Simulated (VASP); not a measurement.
# ZrS2 (d3) (P-3m1) in VASP: a series of runs

The runs below take ZrS2 (d3) through single point, with PBE+D3(BJ).

Everything below comes from runs of VASP 6.6.1. Logs are shortened: lines on timing, memory, paths and dates and some standing lists are left out, and cuts for length are marked.

## 1. The cell of the first run

The structure is trigonal, space group P-3m1 (No. 164). The conventional cell has a = 3.691 Å, b = 3.691 Å, c = 6.041 Å, α = 90.00°, β = 90.00°, γ = 120.00°. Zr (site symmetry -3m) has 6 S at 2.57 Å within 3.4 Å. S (site symmetry 3m) has 3 Zr at 2.57 Å within 3.4 Å.

## 2. Single point, PBE+D3(BJ)

Input file INCAR:

```
SYSTEM = ZrS2
PREC = Accurate
ENCUT = 500
EDIFF = 1E-6
ISMEAR = 0
SIGMA = 0.1
LREAL = .False.
LASPH = .True.
NELM = 120
ALGO = Normal
ISIF = 2
LWAVE = .False.
LCHARG = .False.
GGA = PE
IVDW = 12
NBANDS = 19
GGA_COMPAT = .False.
```

Input file KPOINTS:

```
Automatic mesh
0
Gamma
  6 6 4
  0 0 0
```

Input file POSCAR:

```
ZrS2
1.0
    3.6913825500      0.0000000000      0.0000000000
   -1.8456912700      3.1968310600      0.0000000000
    0.0000000000      0.0000000000      6.0410770100
Zr S
1 2
Direct
    0.0000000000      0.0000000000      0.0000000000
    0.6666666700      0.3333333300      0.7620900300
    0.3333333300      0.6666666700      0.2379099700
```

Potentials or basis: VASP PAW PBE potentials, release 64 (Zr_sv, S).

Launch:

```
$ cat potpaw_PBE.64/Zr_sv/POTCAR potpaw_PBE.64/S/POTCAR > POTCAR
$ mpirun -np 1 vasp_std > vasp.out
```

OUTCAR:

```text
SYSTEM = ZrS2
   PREC = Accurate
   ENCUT = 500
   EDIFF = 1E-6
   ISMEAR = 0
   LREAL = .False.
   LASPH = .True.
   NELM = 120
   ISIF = 2
   GGA = PE
   IVDW = 12
 IVDW          = 12

 ion  position               nearest neighbor table
   1  0.000  0.000  0.000-   2 2.57   3 2.57   3 2.57   2 2.57   2 2.57   3 2.57
   2  0.667  0.333  0.762-   1 2.57   1 2.57   1 2.57
   3  0.333  0.667  0.238-   1 2.57   1 2.57   1 2.57

  LATTYP: Found a hexagonal cell.
 ALAT       =     3.6913825500
 C/A-ratio  =     1.6365350727

  Lattice vectors:

 A1 = (   3.6913825500,   0.0000000000,   0.0000000000)
 A2 = (  -1.8456912700,   3.1968310600,   0.0000000000)
 A3 = (   0.0000000000,   0.0000000000,   6.0410770100)

Analysis of symmetry for initial positions (statically):
=====================================================================
 Subroutine PRICEL returns:
 Original cell was already a primitive cell.

 Routine SETGRP: Setting up the symmetry group for a
 hexagonal supercell.

 Subroutine GETGRP returns: Found 12 space group operations
 (whereof 12 operations were pure point group operations)
 out of a pool of 24 trial point group operations.

The static configuration has the point symmetry D_3d.

Analysis of symmetry for dynamics (positions and initial velocities):
=====================================================================
 Subroutine PRICEL returns:
 Original cell was already a primitive cell.

 Routine SETGRP: Setting up the symmetry group for a
 hexagonal supercell.

 Subroutine GETGRP returns: Found 12 space group operations
 (whereof 12 operations were pure point group operations)
 out of a pool of 24 trial point group operations.

The dynamic configuration has the point symmetry D_3d.

 Subroutine INISYM returns: Found 12 space group operations
 (whereof 12 operations are pure point group operations),
 and found     1 'primitive' translations

----------------------------------------------------------------------------------------

                                     Primitive cell

  volume of cell :      71.2891

  direct lattice vectors                    reciprocal lattice vectors
     3.691382550  0.000000000  0.000000000     0.270901210  0.156404886  0.000000000
    -1.845691270  3.196831060  0.000000000     0.000000000  0.312809774  0.000000000
     0.000000000  0.000000000  6.041077010     0.000000000  0.000000000  0.165533397

  length of vectors
     3.691382550  3.691382545  6.041077010     0.312809773  0.312809774  0.165533397

  position of ions in fractional coordinates (direct lattice)
     0.000000000  0.000000000  0.000000000
     0.666666670  0.333333330  0.762090030
     0.333333330  0.666666670  0.237909970

  ion indices of the primitive-cell ions
   primitive index   ion index
                 1           1
                 2           2
                 3           3

----------------------------------------------------------------------------------------

 KPOINTS: Automatic mesh

Automatic generation of k-mesh.
 Grid dimensions read from file:
 generate k-points for:    6    6    4

 Generating k-lattice:

  Cartesian coordinates                     Fractional coordinates (reciprocal lattice)
     0.045150202  0.026067481  0.000000000     0.166666667  0.000000000  0.000000000
     0.000000000  0.052134962  0.000000000     0.000000000  0.166666667  0.000000000
     0.000000000  0.000000000  0.041383349     0.000000000  0.000000000  0.250000000

  Length of vectors
     0.052134962  0.052134962  0.041383349

  Shift w.r.t. Gamma in fractional coordinates (k-lattice)
     0.000000000  0.000000000  0.000000000

 Subroutine IBZKPT returns following result:
 ===========================================

 Found     24 irreducible k-points:

 Following reciprocal coordinates:
            Coordinates               Weight
  0.000000  0.000000  0.000000      1.000000
  0.166667  0.000000  0.000000      6.000000
  0.333333  0.000000  0.000000      6.000000
  0.500000  0.000000  0.000000      3.000000
  0.166667  0.166667  0.000000      6.000000
  0.333333  0.166667  0.000000     12.000000
[... 16 lines left out ...]
  0.333333  0.166667  0.500000     12.000000
  0.333333  0.333333  0.500000      2.000000
   k-points           NKPTS =     24   k-points in BZ     NKDIM =     24   number of bands    NBANDS=     19
   number of dos      NEDOS =    301   number of ions     NIONS =      3
   total plane-waves  NPLWV =  37632
   dimension x,y,z NGX =    28 NGY =   28 NGZ =   48
   dimension x,y,z NGXF=    56 NGYF=   56 NGZF=   96
   ions per type =               1   2
   NGX,Y,Z   is equivalent  to a cutoff of  12.61, 12.61, 13.21 a.u.
   NGXF,Y,Z  is equivalent  to a cutoff of  25.22, 25.22, 26.42 a.u.
 SYSTEM =  ZrS2
   PREC   = accura    normal or accurate (medium, high low for compatibility)
   ISTART =      0    job   : 0-new  1-cont  2-samecut
   ICHARG =      2    charge: 1-file 2-atom 10-const
   ISPIN  =      1    spin polarized calculation?
   LNONCOLLINEAR =      F non collinear calculations
   LSORBIT =      F    spin-orbit coupling
   LASPH  =      T    aspherical Exc in radial PAW
   ENCUT  =  500.0 eV  36.75 Ry    6.06 a.u.   6.73  6.73 11.01*2*pi/ulx,y,z
   NELM   =    120;   NELMIN=  2; NELMDL= -5     # of ELM steps
   EDIFF  = 0.1E-05   stopping-criterion for ELM
   LREAL  =      F    real-space projection
[... 7 lines left out ...]
   TEBEG  =    0.0;   TEEND  =   0.0 temperature during run
   PSTRESS=    0.0 pullay stress
   NELECT =      24.0000    total number of electrons
   NUPDOWN=      -1.0000    fix difference up-down
   EMIN   =  10.00;   EMAX   =-10.00  energy-range for DOS
   EFERMI =   0.00;   METHOD = LEGACY
   ISMEAR =     0;   SIGMA  =   0.10  broadening in eV -4-tet -1-fermi 0-gaus
   EFERMI_NEDOS =   21; number of points for ismear=-14 and -15
   IALGO  =     38    algorithm
   IMIX   =      4    mixing-type and parameters
     AMIX     =   0.40;   BMIX     =  1.00
     AMIX_MAG =   1.60;   BMIX_MAG =  1.00
  volume/ion in A,a.u.               =      23.76       160.36
  Fermi-wavevector in a.u.,A,eV,Ry     =   1.138861  2.152136 17.646828  1.297005
  Thomas-Fermi vector in A             =   2.275565
   LORBIT       =      0    0 simple, 1 ext, 2 COOP (PROOUT), +10 PAW based schemes
   GGA     = PE    functional components
   LHFCALC =     F    Hartree Fock is set to
   AEXX    =    0.0000 exact exchange contribution
   IVDW    =    12    specifies the selected vdW correction
   LEPSILON=     F    determine dielectric tensor
   LRPA    =     F    only Hartree local field effects (RPA)
 non-spin polarized calculation
 Gauss-broadening in eV      SIGMA  =   0.10
  energy-cutoff  :      500.00
  volume of cell :       71.29
 maximum number of plane-waves:      1834
 NGX is ok and might be reduce to    28
   NGX = 13   NGY = 13   NGZ = 23

 number of electron      23.9999999 magnetization

 Free energy of the ion-electron system (eV)
  ---------------------------------------------------
  ext. energy  EPLUGINS =         0.00000000
  ---------------------------------------------------
  free energy    TOTEN  =       -21.41730974 eV

  energy without entropy =      -21.41730974  energy(sigma->0) =      -21.41730974

 E-fermi :   4.5199     XC(G=0):  -9.3226

 val. band max:        4.0703173509   @ k =   0.0000   0.0000   0.0000
 cond. band min:       5.1449712877   @ k =   0.5000   0.0000   0.5000
 fundamental gap:      1.0746539368
 Fermi energy:         4.5199205158

 k-point     1 :       0.0000    0.0000    0.0000
  band No.  band energies     occupation
      1     -44.8726      2.00000
      2     -22.9312      2.00000
      3     -22.7798      2.00000
      4     -22.7798      2.00000
      5      -8.4430      2.00000
      6      -7.0514      2.00000
[... 11 lines left out ...]
     18       9.8953      0.00000
     19      10.0227      0.00000

 k-point     2 :       0.1667    0.0000    0.0000
  band No.  band energies     occupation
      1     -44.8683      2.00000
      2     -22.9179      2.00000
      3     -22.8423      2.00000
      4     -22.7932      2.00000
      5      -8.1772      2.00000
      6      -7.1166      2.00000
[... 11 lines left out ...]
     18      10.9541      0.00000
     19      11.5716      0.00000

 k-point     3 :       0.3333    0.0000    0.0000
  band No.  band energies     occupation
      1     -44.8596      2.00000
      2     -22.9654      2.00000
      3     -22.8902      2.00000
      4     -22.8200      2.00000
      5      -7.6355      2.00000
      6      -7.1959      2.00000
[... 11 lines left out ...]
     18      11.5840      0.00000
     19      12.3392      0.00000

 k-point     4 :       0.5000    0.0000    0.0000
  band No.  band energies     occupation
      1     -44.8552      2.00000
      2     -23.0251      2.00000
      3     -22.8768      2.00000
      4     -22.8333      2.00000
      5      -7.4907      2.00000
      6      -7.0627      2.00000
[... 11 lines left out ...]
     18      10.8399      0.00000
     19      12.0627      0.00000

 k-point     5 :       0.1667    0.1667    0.0000
  band No.  band energies     occupation
      1     -44.8618      2.00000
      2     -22.9225      2.00000
      3     -22.8982      2.00000
      4     -22.8251      2.00000
      5      -7.7517      2.00000
      6      -7.2056      2.00000
[... 11 lines left out ...]
     18      12.3261      0.00000
     19      12.9842      0.00000
[... 334 lines left out ...]
      2     -23.0250      2.00000
      3     -22.8770      2.00000
      4     -22.8333      2.00000
      5      -7.5544      2.00000
      6      -6.9801      2.00000
[... 11 lines left out ...]
     18      10.4949      0.00000
     19      11.3475      0.00000

 k-point    22 :       0.1667    0.1667    0.5000
  band No.  band energies     occupation
      1     -44.8618      2.00000
      2     -22.9224      2.00000
      3     -22.8984      2.00000
      4     -22.8251      2.00000
      5      -7.5981      2.00000
      6      -7.3758      2.00000
[... 11 lines left out ...]
     18      12.5889      0.00000
     19      12.6752      0.00000

 k-point    23 :       0.3333    0.1667    0.5000
  band No.  band energies     occupation
      1     -44.8552      2.00000
      2     -22.9929      2.00000
      3     -22.8784      2.00000
      4     -22.8653      2.00000
      5      -7.4289      2.00000
      6      -7.1248      2.00000
[... 11 lines left out ...]
     18      11.3064      0.00000
     19      12.0722      0.00000

 k-point    24 :       0.3333    0.3333    0.5000
  band No.  band energies     occupation
      1     -44.8531      2.00000
      2     -22.9482      2.00000
      3     -22.9482      2.00000
      4     -22.8710      2.00000
      5      -7.2103      2.00000
      6      -7.2103      2.00000
[... 11 lines left out ...]
     18      12.3889      0.00000
     19      12.7492      0.00000

------------------------ aborting loop because EDIFF is reached ----------------------------------------

 Edisp (eV)   -0.99101

 E8    (eV) :    -0.4197

  FORCE on cell =-STRESS in cart. coord.  units (eV):
  Direction    XX          YY          ZZ          XY          YZ          ZX
  --------------------------------------------------------------------------------------
  -------------------------------------------------------------------------------------
  Total      -0.97592    -0.97592    -0.56134    -0.00000     0.00000    -0.00000
  in kB     -21.93318   -21.93318   -12.61580    -0.00000     0.00000    -0.00000
  external pressure =      -18.83 kB  Pullay stress =        0.00 kB

 VOLUME and BASIS-vectors are now :
 -----------------------------------------------------------------------------
  energy-cutoff  :      500.00
  volume of cell :       71.29
      direct lattice vectors                 reciprocal lattice vectors
     3.691382550  0.000000000  0.000000000     0.270901210  0.156404886  0.000000000
    -1.845691270  3.196831060  0.000000000     0.000000000  0.312809774  0.000000000
     0.000000000  0.000000000  6.041077010     0.000000000  0.000000000  0.165533397

 POSITION                                       TOTAL-FORCE (eV/Angst)
 -----------------------------------------------------------------------------------
      0.00000      0.00000      0.00000        -0.000000      0.000000      0.000000
      1.84569      1.06561      4.60384        -0.000000      0.000000     -0.056485
     -0.00000      2.13122      1.43723         0.000000      0.000000      0.056485
 -----------------------------------------------------------------------------------
    total drift:                               -0.000000     -0.000000      0.000000

  FREE ENERGIE OF THE ION-ELECTRON SYSTEM (eV)
  ---------------------------------------------------
  free  energy   TOTEN  =       -22.4083161956 eV

  energy  without entropy=      -22.4083161956  energy(sigma->0) =      -22.40831620
```

Run time: 21 s. Hardware: 1 thread of AMD EPYC 7R13 (Zen 3), shared host; peak memory 0.17 GiB.

What came out:

| Property | Result |
| --- | --- |
| Free energy | -22.4083 eV |
| Pressure | -1.9 GPa |
| Largest force | 0.056 eV/Å |
| Band gap on the k mesh | 1.07 eV, indirect (least direct gap 1.64 eV) |
| Dispersion energy per atom | -0.330 eV |

Forces on the atoms (eV/Å):
```
Zr   0.000  0.000  0.000
S    0.000  0.000 -0.056
S    0.000  0.000  0.056
```

A k mesh can miss the band edges. A hybrid or GW would open this gap; PBE tends to underestimate it.

## 3. Single point, PBE+D3(BJ)

This run uses another cell than the first one, of 21.82 Å³/atom, 0.918 times its volume.

Input file INCAR:

```
SYSTEM = ZrS2
  ALGO = Normal
  EDIFF = 1E-6
  ENCUT = 500
  GGA = PE
  GGA_COMPAT = .FALSE.
  ISIF = 2
  ISMEAR = 0
  IVDW = 12
  LASPH = .TRUE.
  LCHARG = .TRUE.
  LELF = .TRUE.
  LREAL = .FALSE.
  LVHAR = .TRUE.
  LWAVE = .FALSE.
  NBANDS = 19
  NELM = 120
  PREC = Accurate
  SIGMA = 0.02
```

Input file KPOINTS:

```
k-points
0
G
  9 9 6
  0 0 0
```

Input file POSCAR:

```
ZrS2
1.0
    3.6352651046     -0.0000000028      0.0000000000
   -1.8176325499      3.1482319315      0.0000000000
    0.0000000000      0.0000000000      5.7203602623
Zr S
1 2
Direct
    0.0000000000      0.0000000000      0.0000000000
    0.6666666667      0.3333333333      0.7447041522
    0.3333333333      0.6666666667      0.2552958478
```

Potentials or basis: VASP PAW PBE potentials, release 64 (Zr_sv, S).

Launch:

```
$ cat potpaw_PBE.64/Zr_sv/POTCAR potpaw_PBE.64/S/POTCAR > POTCAR
$ mpirun -np 1 vasp_std > vasp.out
```

OUTCAR:

```text
SYSTEM = ZrS2
   EDIFF = 1E-6
   ENCUT = 500
   GGA = PE
   ISIF = 2
   ISMEAR = 0
   IVDW = 12
   LASPH = .TRUE.
   LREAL = .FALSE.
   NELM = 120
   PREC = Accurate
 IVDW          = 12

 ion  position               nearest neighbor table
   1  0.000  0.000  0.000-   2 2.56   3 2.56   2 2.56   3 2.56   2 2.56   3 2.56
   2  0.667  0.333  0.745-   1 2.56   1 2.56   1 2.56
   3  0.333  0.667  0.255-   1 2.56   1 2.56   1 2.56

  LATTYP: Found a hexagonal cell.
 ALAT       =     3.6352651046
 C/A-ratio  =     1.5735744430
[... 722 lines left out ...]

 Edisp (eV)   -1.08973

 E8    (eV) :    -0.4628

  FORCE on cell =-STRESS in cart. coord.  units (eV):
  Direction    XX          YY          ZZ          XY          YZ          ZX
  --------------------------------------------------------------------------------------
  -------------------------------------------------------------------------------------
  Total      -0.02677    -0.02677    -0.00974     0.00000    -0.00000     0.00000
  in kB      -0.65517    -0.65517    -0.23831     0.00000    -0.00000     0.00000
  external pressure =       -0.52 kB  Pullay stress =        0.00 kB

 VOLUME and BASIS-vectors are now :
 -----------------------------------------------------------------------------
  energy-cutoff  :      500.00
  volume of cell :       65.47
      direct lattice vectors                 reciprocal lattice vectors
     3.635265105 -0.000000003  0.000000000     0.275083102  0.158819303  0.000000000
    -1.817632550  3.148231931  0.000000000     0.000000000  0.317638605  0.000000000
     0.000000000  0.000000000  5.720360262     0.000000000  0.000000000  0.174814165

 POSITION                                       TOTAL-FORCE (eV/Angst)
 -----------------------------------------------------------------------------------
      0.00000      0.00000      0.00000         0.000000     -0.000000      0.000000
      1.81763      1.04941      4.25998        -0.000000      0.000000     -0.004827
      0.00000      2.09882      1.46038         0.000000     -0.000000      0.004827
 -----------------------------------------------------------------------------------
    total drift:                               -0.000000     -0.000000      0.000000

  FREE ENERGIE OF THE ION-ELECTRON SYSTEM (eV)
  ---------------------------------------------------
  free  energy   TOTEN  =       -22.4565559727 eV

  energy  without entropy=      -22.4565559727  energy(sigma->0) =      -22.45655597
```

stdout:

```text
POSCAR found type information on POSCAR ZrS
 POSCAR found :  2 types and       3 ions
 scaLAPACK will be used
 LDA part: xc-table for (Slater+PW92), standard interpolation
 POSCAR, INCAR and KPOINTS ok, starting setup
 FFT: planning ... GRIDC
 FFT: planning ... GRID_SOFT
 FFT: planning ... GRID
 WAVECAR not read
 entering main loop
```

It took 44 s on 1 thread of AMD EPYC 7R13 (Zen 3), shared host; peak memory 0.19 GiB.

What came out:

| Item | Value |
| --- | --- |
| Free energy | -22.4566 eV |
| Pressure | -0.1 GPa |
| Largest force | 0.005 eV/Å |
| Band gap on the k mesh | 0.70 eV, indirect (least direct gap 1.42 eV) |
| Dispersion energy per atom | -0.363 eV |

Forces on the atoms (eV/Å):
```
Zr   0.000  0.000  0.000
S    0.000  0.000 -0.005
S    0.000  0.000  0.005
```

Levels at points of the mesh, in eV from the valence-band top:
| k point | band 8 | band 9 | band 10 | band 11 | band 12 | band 13 | band 14 | band 15 | band 16 | band 17 |
| --- | --- | --- | --- | --- | --- | --- | --- | --- | --- | --- |
| (0.00, 0.00, 0.00) | -2.97 | -2.97 | -0.24 | -0.24 | 0.00 | 1.42 | 1.42 | 2.12 | 4.64 | 4.64 |
| (0.00, 0.00, 0.50) | -2.91 | -2.91 | -2.14 | -0.44 | -0.44 | 1.37 | 1.37 | 2.52 | 5.17 | 5.17 |

A k mesh can miss the band edges. A hybrid or GW would open this gap; PBE tends to underestimate it.
